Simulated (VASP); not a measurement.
Runs of VASP 6.6.1 on BN. The structure is that of space group P6_3mc (No. 186), or close to it. The cells are those of the table. 

```tsv
potentials or basis	cell	cutoff (eV)	second run	gap on the mesh (eV)	pressure (GPa)	largest force (eV/Å)
VASP PAW PBE potentials, release 64 (B, N)	a = 2.599, b = 2.599, c = 4.227 Å, angles 90.0, 90.0, 120.0°, 4 atoms	520	-	5.82	-15.8	0.02
VASP PAW PBE potentials, release 64 (B, N)	a = 2.516, b = 2.516, c = 4.227 Å, angles 90.0, 90.0, 120.0°, 4 atoms	520	-	5.62	(d)	(b)
VASP PAW PBE potentials, release 64 (B, N)	a = 2.567, b = 2.567, c = 4.227 Å, angles 90.0, 90.0, 120.0°, 4 atoms	520	-	5.75	(a)	0.02
VASP PAW PBE potentials, release 64 (B_h, N_h)	a = 2.516, b = 2.516, c = 4.227 Å, angles 90.0, 90.0, 120.0°, 4 atoms	910	hard_potentials	5.64	(c)	-
VASP PAW PBE potentials, release 64 (B_h, N_h)	a = 2.579, b = 2.579, c = 4.227 Å, angles 90.0, 90.0, 120.0°, 4 atoms	910	hard_potentials	5.80	-12.4	0.03
VASP PAW PBE potentials, release 64 (B, N)	a = 2.592, b = 2.592, c = 4.227 Å, angles 90.0, 90.0, 120.0°, 4 atoms	520	-	5.81	-14.2	0.02
VASP PAW PBE potentials, release 64 (B, N)	a = 2.579, b = 2.579, c = 4.227 Å, angles 90.0, 90.0, 120.0°, 4 atoms	520	-	5.78	-10.9	0.02
```

Alike in all rows: task single point; level r2SCAN; no spin polarisation; k mesh 12 × 12 × 6; smearing gaussian 0.05 eV.

Problem. Fill in the values left out.

Solution. (a) -7.4; (b) 0.01; (c) 6.7; (d) 8.5.

Caveats: the PAW data sets were made with another functional, which shifts forces and pressure a little; the cutoff is under 1.25 times the usual one of these potentials, so pressure, stress and relaxed cells hold a basis-set (Pulay) error (some runs).

A k mesh can miss the band edges.
